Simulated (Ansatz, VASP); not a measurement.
Se in VASP and in Ansatz

INCAR

```
ALGO     = Normal         # electronic algorithm
EDIFF    = 1E-8           # SCF threshold, eV
ENCUT    = 520            # plane-wave cutoff, eV
GGA      = PS             # functional
ISIF     = 2              # what is computed and relaxed
ISMEAR   = -1             # smearing method
LASPH    = T              # aspherical terms in the spheres
LCHARG   = F              # write CHGCAR
LEFG     = T            
LREAL    = F              # projectors in reciprocal space
LWAVE    = F              # write WAVECAR
NBANDS   = 16             # bands
NELM     = 80             # most SCF steps
PREC     = Accurate       # precision mode
SIGMA    = 0.03           # smearing width, eV
```

Contents of KPOINTS:

```
k-points
0
Gamma
  6 6 5
```

File POSCAR:

```
Se
1.0
    4.3951160230      0.0000000000      0.0000000000
   -2.1975580116      3.8062821286      0.0000000000
    0.0000000000      0.0000000000      4.9864062541
Se
3
Direct
    0.2254000000      0.0000000000      0.3333333333
    0.0000000000      0.2254000000      0.6666666667
    0.7746000000      0.7746000000      0.0000000000
```

Input for Ansatz:

```yaml
crystal:
  lattice:
    - [4.395116023, 0.0, 0.0]
    - [-2.1975580116, 3.8062821286, 0.0]
    - [0.0, 0.0, 4.9864062541]
  atoms:
    - { symbol: Se, position: [0.2254, 0.0, 0.3333333333] }
    - { symbol: Se, position: [0.0, 0.2254, 0.6666666667] }
    - { symbol: Se, position: [0.7746, 0.7746, 0.0] }
kpoints:
  mp_grid: { grid: [6, 6, 5] }
scf:
  occupations: { method: fermi_dirac, width: 0.03 }
hamiltonian:
  xc: pbesol
  pseudopotentials: { kind: all_electron, datasets: crystal }
output:
  forces: true
  stress: true
  eigenvalues: true
  efg: { contact_densities: true }
```

Change from the starting cell: volume scaled by 1.02, crystal datasets.

Alike in both runs: task electric field gradients; functional PBEsol; k mesh 6 × 6 × 5; occupations fermi-dirac, width 0.03 eV; no spin polarisation.

```csv
,VASP,Ansatz
version,VASP 6.6.1,Ansatz 0.2.0
potentials or method,"VASP PAW PBE potentials, release 64 (Se), cutoff 520 eV","all-electron PAW with datasets made for the crystal, scalar-relativistic"
```

```tsv
	VASP	Ansatz	Ansatz less VASP
gap on the k mesh at the Fermi level (eV)	1.24	1.25	+0.007
pressure (GPa)	-0.7	-0.9	-0.18
traceless stress, the component that is largest in VASP (GPa)	0.58	0.51	-0.068
rms of the force components (eV/Å)	0.073	0.047	-0.0263
size of Vzz on the site where it differs most (V/Å²)	494.7	517.2	+22.47
```

VASP's potentials were made for PBE, not for PBEsol. Atom by atom the forces differ by 0.026 eV/Å (rms over components). Ansatz ran all-electron here, and VASP with PAW potentials.
